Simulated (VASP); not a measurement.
Here is a VASP 6.6.1 calculation.

INCAR

```
PREC = Accurate
ENCUT = 520
EDIFF = 1E-7
ISMEAR = 0
SIGMA = 0.1
LREAL = False
LASPH = True
NELM = 100
ALGO = Normal
ISIF = 2
LWAVE = False
LCHARG = False
GGA = PE
NBANDS = 25
```

Contents of KPOINTS:

```
Automatic mesh
0
Gamma
  12 12 12
```

File POSCAR:

```
SiNi3
1.0
    3.4708482770      0.0000000000      0.0000000000
    0.0000000000      3.4708482770      0.0000000000
    0.0000000000      0.0000000000      3.4708482770
Si Ni
1 3
Direct
    0.0000000000      0.0000000000      0.0000000000
    0.0000000000      0.5000000000      0.5000000000
    0.5000000000      0.0000000000      0.5000000000
    0.5000000000      0.5000000000      0.0000000000
```

Potentials or basis: VASP PAW PBE potentials, release 64 (Si, Ni).

The run is started by

```sh
$ cat potpaw_PBE.64/Si/POTCAR potpaw_PBE.64/Ni/POTCAR > POTCAR
$ mpirun -np 1 vasp_std > vasp.out
```

Question: Predict the pressure.

Answer: 7.0 GPa.

Question: Estimate the band gap on the k mesh.

Answer: Zero (band 17 reaches 11.15 eV, above the bottom of band 18 at 10.90 eV).

 Spin polarisation is off, so any magnetic state and its effect on volume and gap are missing.
